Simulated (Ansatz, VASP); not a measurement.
# One calculation of TaC, two programs

```xyz
2
Lattice="0.0000 2.2230 2.2230 2.2230 0.0000 2.2230 2.2230 2.2230 0.0000" Properties=species:S:1:pos:R:3 pbc="T T T"
Ta    0.0000    0.0000    0.0000
C     2.2230    2.2230    2.2230
```

Alike in both runs: task single point; functional PBEsol; k mesh 10 × 10 × 10; occupations fermi-dirac, width 0.0272 eV; no spin polarisation.

|  | VASP | Ansatz |
| --- | --- | --- |
| version | VASP 6.6.1 | Ansatz 0.2.0 |
| potentials or method | VASP PAW PBE potentials, release 64 (Ta_pv, C), cutoff 600 eV | all-electron LAPW, scalar-relativistic |

```csv
,VASP,Ansatz,Ansatz less VASP
pressure (GPa),-0.8,-1.7,-0.90
```

VASP's potentials were made for PBE, not for PBEsol. Ansatz ran all-electron here, and VASP with PAW potentials. Ansatz's warnings: optics on partly filled bands.

Spin-orbit coupling is off throughout.
